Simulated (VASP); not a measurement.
# AlN (P6_3/mmc) in VASP: further runs

The runs below take AlN through single point, with PBE.

Program: VASP 6.6.1. These are calculated values, not measurements. Logs are shortened: lines on timing, memory, paths and dates and some standing lists are left out, and cuts for length are marked.

### 1 The cell of the first run

It takes space group P6_3/mmc (No. 194, hexagonal). The conventional cell has a = 3.327 Å, b = 3.327 Å, c = 4.319 Å, α = 90.00°, β = 90.00°, γ = 120.00°. Within 2.5 Å of Al (site symmetry -6m2) lie 5 N at 1.92 to 2.16 Å. Within 2.5 Å of N (site symmetry -6m2) lie 5 Al at 1.92 to 2.16 Å.

### 2 Single point, PBE (volume 10.352 Å^3 an atom, c/a of the conventional cell 1.2980)

Contents of INCAR:

```
SYSTEM = AlN
ALGO     = Normal         ! electronic algorithm
EDIFF    = 1E-6           ! SCF threshold, eV
ENCUT    = 520            ! plane-wave cutoff, eV
GGA      = PE             ! functional
ISIF     = 2              ! what is computed and relaxed
ISMEAR   = 0              ! smearing method
LASPH    = .True.         ! aspherical terms in the spheres
LCHARG   = .False.        ! write CHGCAR
LREAL    = .False.        ! projectors in reciprocal space
LWAVE    = .False.        ! write WAVECAR
NBANDS   = 16             ! bands
NELM     = 60             ! most SCF steps
PREC     = Accurate       ! precision mode
SIGMA    = 0.05           ! smearing width, eV
```

Contents of KPOINTS:

```
k-points
0
Gamma
  9 9 6
  0 0 0
```

Contents of POSCAR:

```
AlN
1.0
    3.3273077903      0.0000000000      0.0000000000
   -1.6636538952      2.8815330726      0.0000000000
    0.0000000000      0.0000000000      4.3188455117
Al N
2 2
Direct
    0.3333333333      0.6666666667      0.7500000000
    0.6666666667      0.3333333333      0.2500000000
    0.3333333333      0.6666666667      0.2500000000
    0.6666666667      0.3333333333      0.7500000000
```

Potentials or basis: VASP PAW PBE potentials, release 64 (Al, N).

Run with:

```console
$ cat potpaw_PBE.64/Al/POTCAR potpaw_PBE.64/N/POTCAR > POTCAR
$ mpirun -np 1 vasp_std > vasp.out
```

OUTCAR:

```text
SYSTEM = AlN
   EDIFF = 1E-6
   ENCUT = 520
   GGA = PE
   ISIF = 2
   ISMEAR = 0
   LASPH = .True.
   LREAL = .False.
   NELM = 60
   PREC = Accurate

 ion  position               nearest neighbor table
   1  0.333  0.667  0.750-   4 1.92   4 1.92   4 1.92   3 2.16   3 2.16   2 2.89   2 2.89   2 2.89
                             2 2.89   2 2.89   2 2.89
   2  0.667  0.333  0.250-   3 1.92   3 1.92   3 1.92   4 2.16   4 2.16   1 2.89   1 2.89   1 2.89
                             1 2.89   1 2.89   1 2.89
   3  0.333  0.667  0.250-   2 1.92   2 1.92   2 1.92   1 2.16   1 2.16
   4  0.667  0.333  0.750-   1 1.92   1 1.92   1 1.92   2 2.16   2 2.16

  LATTYP: Found a hexagonal cell.
 ALAT       =     3.3273077903
 C/A-ratio  =     1.2980000000

  Lattice vectors:

 A1 = (   3.3273077903,   0.0000000000,   0.0000000000)
 A2 = (  -1.6636538952,   2.8815330726,   0.0000000000)
 A3 = (   0.0000000000,   0.0000000000,   4.3188455117)

Analysis of symmetry for initial positions (statically):
[... 10 lines left out ...]

The static configuration has the point symmetry D_3d.
 The point group associated with its full space group is D_6h.

Analysis of symmetry for dynamics (positions and initial velocities):
[... 10 lines left out ...]

The dynamic configuration has the point symmetry D_3d.
 The point group associated with its full space group is D_6h.

 Subroutine INISYM returns: Found 24 space group operations
[... 5 lines left out ...]
                                     Primitive cell

  volume of cell :      41.4080

  direct lattice vectors                    reciprocal lattice vectors
     3.327307790  0.000000000  0.000000000     0.300543281  0.173518744  0.000000000
    -1.663653895  2.881533073  0.000000000     0.000000000  0.347037488  0.000000000
     0.000000000  0.000000000  4.318845512     0.000000000  0.000000000  0.231543360

  length of vectors
     3.327307790  3.327307790  4.318845512     0.347037488  0.347037488  0.231543360

  position of ions in fractional coordinates (direct lattice)
     0.333333333  0.666666667  0.750000000
     0.666666667  0.333333333  0.250000000
     0.333333333  0.666666667  0.250000000
     0.666666667  0.333333333  0.750000000

  ion indices of the primitive-cell ions
   primitive index   ion index
                 1           1
                 2           2
                 3           3
                 4           4

----------------------------------------------------------------------------------------

 KPOINTS: k-points

Automatic generation of k-mesh.
 Grid dimensions read from file:
 generate k-points for:    9    9    6

 Generating k-lattice:

  Cartesian coordinates                     Fractional coordinates (reciprocal lattice)
     0.033393698  0.019279860  0.000000000     0.111111111  0.000000000  0.000000000
     0.000000000  0.038559721  0.000000000     0.000000000  0.111111111  0.000000000
     0.000000000  0.000000000  0.038590560     0.000000000  0.000000000  0.166666667

  Length of vectors
     0.038559721  0.038559721  0.038590560

  Shift w.r.t. Gamma in fractional coordinates (k-lattice)
     0.000000000  0.000000000  0.000000000

 Subroutine IBZKPT returns following result:
 ===========================================

 Found     48 irreducible k-points:

 Following reciprocal coordinates:
            Coordinates               Weight
  0.000000  0.000000  0.000000      1.000000
  0.111111 -0.000000  0.000000      6.000000
  0.222222 -0.000000  0.000000      6.000000
  0.333333  0.000000  0.000000      6.000000
  0.444444 -0.000000  0.000000      6.000000
  0.111111  0.111111  0.000000      6.000000
[... 16 lines left out ...]
  0.333333  0.222222  0.166667     24.000000
  0.333333  0.333333  0.166667      4.000000
 [... further k-points ...]
   k-points           NKPTS =     48   k-points in BZ     NKDIM =     48   number of bands    NBANDS=     16
   number of dos      NEDOS =    301   number of ions     NIONS =      4
   total plane-waves  NPLWV =  25088
   dimension x,y,z NGX =    28 NGY =   28 NGZ =   32
   dimension x,y,z NGXF=    56 NGYF=   56 NGZF=   64
   ions per type =               2   2
   NGX,Y,Z   is equivalent  to a cutoff of  13.99, 13.99, 12.32 a.u.
   NGXF,Y,Z  is equivalent  to a cutoff of  27.98, 27.98, 24.64 a.u.
 SYSTEM =  AlN
   PREC   = accura    normal or accurate (medium, high low for compatibility)
   ISTART =      0    job   : 0-new  1-cont  2-samecut
   ICHARG =      2    charge: 1-file 2-atom 10-const
   ISPIN  =      1    spin polarized calculation?
   LNONCOLLINEAR =      F non collinear calculations
   LSORBIT =      F    spin-orbit coupling
   LASPH  =      T    aspherical Exc in radial PAW
   ENCUT  =  520.0 eV  38.22 Ry    6.18 a.u.   6.19  6.19  8.03*2*pi/ulx,y,z
   NELM   =     60;   NELMIN=  2; NELMDL= -5     # of ELM steps
   EDIFF  = 0.1E-05   stopping-criterion for ELM
   LREAL  =      F    real-space projection
   EDIFFG = 0.1E-04   stopping-criterion for IOM
   NSW    =      0    number of steps for IOM
   IBRION =     -1    ionic relax: 0-MD 1-quasi-New 2-CG
   NFREE  =      0    steps in history (QN), initial steepest desc. (CG)
   ISIF   =      2    stress and relaxation
   ISYM   =      2    0-nonsym 1-usesym 2-fastsym
   POTIM  = 0.5000    time-step for ionic-motion
   TEBEG  =    0.0;   TEEND  =   0.0 temperature during run
   PSTRESS=    0.0 pullay stress
   NELECT =      16.0000    total number of electrons
   NUPDOWN=      -1.0000    fix difference up-down
   EMIN   =  10.00;   EMAX   =-10.00  energy-range for DOS
   EFERMI =   0.00;   METHOD = LEGACY
   ISMEAR =     0;   SIGMA  =   0.05  broadening in eV -4-tet -1-fermi 0-gaus
   EFERMI_NEDOS =   21; number of points for ismear=-14 and -15
   IALGO  =     38    algorithm
   IMIX   =      4    mixing-type and parameters
     AMIX     =   0.40;   BMIX     =  1.00
     AMIX_MAG =   1.60;   BMIX_MAG =  1.00
  volume/ion in A,a.u.               =      10.35        69.86
  Fermi-wavevector in a.u.,A,eV,Ry     =   1.192395  2.253299 19.344836  1.421805
  Thomas-Fermi vector in A             =   2.328434
   LORBIT       =      0    0 simple, 1 ext, 2 COOP (PROOUT), +10 PAW based schemes
   GGA     = PE    functional components
   LHFCALC =     F    Hartree Fock is set to
   AEXX    =    0.0000 exact exchange contribution
   IVDW    =     0    specifies the selected vdW correction
   LEPSILON=     F    determine dielectric tensor
   LRPA    =     F    only Hartree local field effects (RPA)
 non-spin polarized calculation
 Gauss-broadening in eV      SIGMA  =   0.05
  energy-cutoff  :      520.00
  volume of cell :       41.41
 maximum number of plane-waves:      1134
 NGX is ok and might be reduce to    28
   NGX = 13   NGY = 13   NGZ = 17

 number of electron      16.0000000 magnetization

 Free energy of the ion-electron system (eV)
  ---------------------------------------------------
  ext. energy  EPLUGINS =         0.00000000
  ---------------------------------------------------
  free energy    TOTEN  =       -29.27881728 eV

  energy without entropy =      -29.27881728  energy(sigma->0) =      -29.27881728

 E-fermi :   7.8856     XC(G=0): -10.9877

 val. band max:        7.6047568246   @ k =   0.0000   0.0000   0.0000
 cond. band min:      10.4945243835   @ k =   0.0000   0.0000   0.0000
 fundamental gap:      2.8897675590
 Fermi energy:         7.8855887464

 k-point     1 :       0.0000    0.0000    0.0000
  band No.  band energies     occupation
      1      -8.9559      2.00000
      2      -5.6673      2.00000
      3       0.8520      2.00000
      4       4.4302      2.00000
      5       4.4302      2.00000
      6       5.9214      2.00000
[... 8 lines left out ...]
     15      18.8005      0.00000
     16      19.4601      0.00000

 k-point     2 :       0.1111   -0.0000    0.0000
  band No.  band energies     occupation
      1      -8.8195      2.00000
      2      -5.6521      2.00000
      3       1.0037      2.00000
      4       3.9116      2.00000
      5       4.2395      2.00000
      6       5.4048      2.00000
[... 8 lines left out ...]
     15      18.7685      0.00000
     16      18.8692      0.00000

 k-point     3 :       0.2222   -0.0000    0.0000
  band No.  band energies     occupation
      1      -8.4291      2.00000
      2      -5.6495      2.00000
      3       1.4460      2.00000
      4       2.8012      2.00000
      5       3.8476      2.00000
      6       4.4631      2.00000
[... 8 lines left out ...]
     15      17.9004      0.00000
     16      19.3984      0.00000

 k-point     4 :       0.3333    0.0000    0.0000
  band No.  band energies     occupation
      1      -7.8542      2.00000
      2      -5.7683      2.00000
      3       1.7777      2.00000
      4       2.1262      2.00000
      5       3.4894      2.00000
      6       3.6361      2.00000
[... 8 lines left out ...]
     15      18.8028      0.00000
     16      19.6728      0.00000

 k-point     5 :       0.4444   -0.0000    0.0000
  band No.  band energies     occupation
      1      -7.2860      2.00000
      2      -6.0406      2.00000
      3       1.2148      2.00000
      4       2.8486      2.00000
      5       3.1517      2.00000
      6       3.2864      2.00000
[... 8 lines left out ...]
     15      19.8892      0.00000
     16      20.2740      0.00000

 k-point     6 :       0.1111    0.1111    0.0000
  band No.  band energies     occupation
      1      -8.5556      2.00000
      2      -5.6428      2.00000
      3       1.3011      2.00000
      4       3.3180      2.00000
      5       3.5901      2.00000
      6       4.9597      2.00000
[... 8 lines left out ...]
     15      18.3424      0.00000
     16      19.3458      0.00000

 k-point     7 :       0.2222    0.1111    0.0000
  band No.  band energies     occupation
      1      -8.0686      2.00000
      2      -5.7005      2.00000
      3       1.8677      2.00000
      4       2.3194      2.00000
      5       3.0160      2.00000
      6       4.3307      2.00000
[... 8 lines left out ...]
     15      18.3526      0.00000
     16      19.5302      0.00000

 k-point     8 :       0.3333    0.1111    0.0000
  band No.  band energies     occupation
      1      -7.4674      2.00000
      2      -5.9192      2.00000
      3       1.4716      2.00000
      4       2.6113      2.00000
      5       2.8656      2.00000
      6       3.6233      2.00000
[... 8 lines left out ...]
     15      19.7180      0.00000
     16      19.7255      0.00000

 k-point     9 :       0.4444    0.1111    0.0000
  band No.  band energies     occupation
      1      -7.0927      2.00000
      2      -6.1437      2.00000
      3       1.1655      2.00000
      4       3.0501      2.00000
      5       3.1117      2.00000
      6       3.1198      2.00000
[... 8 lines left out ...]
     15      19.8023      0.00000
     16      20.1510      0.00000
[... 172 lines left out ...]
 k-point    19 :       0.2222    0.1111    0.1667
  band No.  band energies     occupation
      1      -7.9350      2.00000
      2      -5.8865      2.00000
      3       1.4107      2.00000
      4       2.6830      2.00000
      5       3.5280      2.00000
      6       3.9414      2.00000
[... 8 lines left out ...]
     15      18.6150      0.00000
     16      19.6075      0.00000

 k-point    20 :       0.3333    0.1111    0.1667
  band No.  band energies     occupation
      1      -7.3577      2.00000
      2      -6.0007      2.00000
      3       1.0587      2.00000
      4       2.2856      2.00000
      5       3.1970      2.00000
      6       3.7933      2.00000
[... 8 lines left out ...]
     15      19.2179      0.00000
     16      20.0774      0.00000

 k-point    21 :       0.4444    0.1111    0.1667
  band No.  band energies     occupation
      1      -7.0049      2.00000
      2      -6.1675      2.00000
      3       0.8497      2.00000
      4       2.2902      2.00000
      5       2.8201      2.00000
      6       4.0472      2.00000
[... 8 lines left out ...]
     15      19.0984      0.00000
     16      20.4159      0.00000

 k-point    22 :       0.2222    0.2222    0.1667
  band No.  band energies     occupation
      1      -7.4257      2.00000
      2      -5.9633      2.00000
      3       1.4741      2.00000
      4       1.8246      2.00000
      5       3.3623      2.00000
      6       3.8188      2.00000
[... 8 lines left out ...]
     15      18.9666      0.00000
     16      20.2672      0.00000

 k-point    23 :       0.3333    0.2222    0.1667
  band No.  band energies     occupation
      1      -6.9104      2.00000
      2      -6.1860      2.00000
      3       1.1863      2.00000
      4       1.9198      2.00000
      5       2.5934      2.00000
      6       4.3439      2.00000
[... 8 lines left out ...]
     15      18.7389      0.00000
     16      20.3131      0.00000

 k-point    24 :       0.3333    0.3333    0.1667
  band No.  band energies     occupation
      1      -6.4942      2.00000
      2      -6.4942      2.00000
      3       1.2543      2.00000
      4       2.0742      2.00000
      5       2.0742      2.00000
      6       4.4315      2.00000
[... 8 lines left out ...]
     15      18.4706      0.00000
     16      20.0400      0.00000

 [... further k-points ...]
[... 5 lines left out ...]
  --------------------------------------------------------------------------------------
  -------------------------------------------------------------------------------------
  Total       -1.5888279     -1.5888279     -2.0816248      0.0000000     -0.0000000      0.0000000
  in kB      -61.4756575    -61.4756575    -80.5431809      0.0000000     -0.0000000      0.0000000
  external PRESSURE =     -67.8314986 kB  Pullay stress =       0.0000000 kB

 VOLUME and BASIS-vectors are now :
 -----------------------------------------------------------------------------
  energy-cutoff  :      520.00
  volume of cell :       41.41
      direct lattice vectors                 reciprocal lattice vectors
     3.327307790  0.000000000  0.000000000     0.300543281  0.173518744  0.000000000
    -1.663653895  2.881533073  0.000000000     0.000000000  0.347037488  0.000000000
     0.000000000  0.000000000  4.318845512     0.000000000  0.000000000  0.231543360

 POSITION                                       TOTAL-FORCE (eV/Angst)
 -----------------------------------------------------------------------------------
     -0.00000      1.92102      3.23913        -0.000000     -0.000000      0.000000
      1.66365      0.96051      1.07971         0.000000      0.000000      0.000000
     -0.00000      1.92102      1.07971        -0.000000     -0.000000      0.000000
      1.66365      0.96051      3.23913         0.000000      0.000000      0.000000
 -----------------------------------------------------------------------------------
    total drift:                               -0.000000      0.000000     -0.000000

  FREE ENERGIE OF THE ION-ELECTRON SYSTEM (eV)
  ---------------------------------------------------
  free  energy   TOTEN  =       -29.2788172830 eV

  energy  without entropy=      -29.2788172830  energy(sigma->0) =      -29.27881728
```

Run time: 12 s. Hardware: 1 thread of Intel Xeon 6975P-C (Granite Rapids), shared host; peak memory 0.17 GiB.

What came out:

| Item | Value |
| --- | --- |
| Free energy | -29.2788 eV |
| Pressure | -6.8 GPa |
| Band gap on the k mesh | 2.89 eV, direct |

### 3 Single point, PBE (volume 10.352 Å^3 an atom, c/a of the conventional cell 1.1664)

Contents of INCAR:

```
SYSTEM = AlN
ALGO = Normal
EDIFF = 1E-7
ENCUT = 520
GGA = PE
ISIF = 2
ISMEAR = 0
LASPH = .True.
LCHARG = .False.
LREAL = .False.
LWAVE = .False.
NBANDS = 16
NELM = 100
PREC = Accurate
SIGMA = 0.05
```

KPOINTS is that of step 2.

Contents of POSCAR:

```
AlN
1.0
    3.4480114869      0.0000000000      0.0000000000
   -1.7240057435      2.9860655402      0.0000000000
    0.0000000000      0.0000000000      4.0217605984
Al N
2 2
Direct
    0.3333333333      0.6666666667      0.7500000000
    0.6666666667      0.3333333333      0.2500000000
    0.3333333333      0.6666666667      0.2500000000
    0.6666666667      0.3333333333      0.7500000000
```

Potentials or basis: VASP PAW PBE potentials, release 64 (Al, N).

Run with:

```console
$ cat potpaw_PBE.64/Al/POTCAR potpaw_PBE.64/N/POTCAR > POTCAR
$ mpirun -np 1 vasp_std > vasp.out
```

Wall time 13 s (1 thread of Intel Xeon 6975P-C (Granite Rapids), shared host); peak memory 0.16 GiB.

Results (log left out):

| Item | Value |
| --- | --- |
| Free energy | -29.1768 eV |
| Pressure | -7.6 GPa |
| Band gap on the k mesh | 3.25 eV, direct |

Stress tensor (GPa, compression positive):
```
-12.14   0.00   0.00
  0.00 -12.14   0.00
  0.00   0.00   1.63
```

Levels at points of the mesh, in eV from the valence-band top:
```csv
k point,band 5,band 6,band 7,band 8,band 9,band 10,band 11,band 12
"(0.00, 0.00, 0.00)",-3.03,-1.00,-1.00,0.00,3.25,4.23,8.03,8.03
"(0.00, 0.00, 0.50)",-2.05,-2.05,-2.05,-2.05,5.76,5.76,8.10,8.10
```

[end of part 1 of 2]
